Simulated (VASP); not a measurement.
Write the native input for VASP 6.6.1 that does the following.

```
Task                   : single point
Functional             : r2SCAN
Dispersion             : D3(BJ)
Potentials or basis    : VASP PAW PBE potentials, release 64 (Li_sv)
Cutoff                 : 520 eV
k mesh                 : 11 × 11 × 11
Occupations            : fermi-dirac, width 0.05 eV
Spin                   : no spin polarisation
Dipole correction      : no
Further INCAR settings : ALGO = Normal; EDIFF = 1e-06; NBANDS = 8
```

The system is Li.

```
CELL_PARAMETERS angstrom
-1.74287 1.74287 1.74287
1.74287 -1.74287 1.74287
1.74287 1.74287 -1.74287
ATOMIC_POSITIONS crystal
Li 0.00000 0.00000 0.00000
```

The input as run:

POSCAR

```
Li
1.0
   -1.7428734707      1.7428734707      1.7428734707
    1.7428734707     -1.7428734707      1.7428734707
    1.7428734707      1.7428734707     -1.7428734707
Li
1
Direct
    0.0000000000      0.0000000000      0.0000000000
```

INCAR.step1

```
SYSTEM = Li
ALGO = Normal ; EDIFF = 1E-4
ENCUT = 520 ; GGA = PE
ISMEAR = -1 ; LASPH = .TRUE.
LCHARG = .FALSE. ; LREAL = .FALSE.
LWAVE = .TRUE. ; NBANDS = 8
NELM = 60 ; PREC = Accurate
SIGMA = 0.05
```

INCAR.step2

```
SYSTEM = Li
ALGO = Normal ; EDIFF = 1E-6
ENCUT = 520 ; ISIF = 2
ISMEAR = -1 ; ISTART = 1
IVDW = 12 ; LASPH = .TRUE.
LCHARG = .FALSE. ; LMIXTAU = .TRUE.
LREAL = .FALSE. ; LWAVE = .FALSE.
METAGGA = R2SCAN ; NBANDS = 8
NELM = 60 ; PREC = Accurate
SIGMA = 0.05 ; VDW_A1 = 0.49484001
VDW_A2 = 5.73083694 ; VDW_S6 = 1.0
VDW_S8 = 0.78981345
```

KPOINTS

```
k-points
0
G
  11 11 11
  0 0 0
```

Potentials or basis: VASP PAW PBE potentials, release 64 (Li_sv).

The run is started by

```bash
$ cat potpaw_PBE.64/Li_sv/POTCAR > POTCAR
$ cp INCAR.step1 INCAR
$ mpirun -np 1 vasp_std > vasp.out
$ cp INCAR.step2 INCAR
$ mpirun -np 1 vasp_std > vasp.out
```

Results of the run:

```yaml
Dispersion_energy_per_atom: -0.076 eV
```

Run time: 27 s on 1 thread of Intel(R) Xeon(R) Platinum 8375C CPU @ 2.90GHz (Ice Lake), on a shared host, peak memory 0.14 GiB.
